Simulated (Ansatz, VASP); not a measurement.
## H: VASP beside Ansatz

```
H
1.0
     0.00000    1.51353    1.49088
     1.51353    0.00000    1.49088
     1.51353    1.51353    0.00000
H
2
Direct
  0.00000 0.00000 0.00000
  0.25000 0.25000 0.25000
```

Change from the starting cell: z stretched by -1 % at fixed volume, PAW files.

Alike in both runs: task electric field gradients; functional PBE; k mesh 14 × 14 × 14; occupations fermi-dirac, width 0.05 eV; no spin polarisation.

|  | VASP | Ansatz |
| --- | --- | --- |
| version | VASP 6.6.1 | Ansatz 0.2.0 |
| potentials or method | VASP PAW PBE potentials, release 64 (H) | PAW with Ansatz's default frozen-core files, scalar-relativistic |
| plane-wave cutoff (eV) | 520 | 420 |
| valence electrons in the cell | 2 | 2 |

```csv
,VASP,Ansatz,Ansatz less VASP
pressure (GPa),-0.4,0.0,+0.44
"traceless stress, the component that is largest in VASP (GPa)",0.64,0.65,+0.009
```
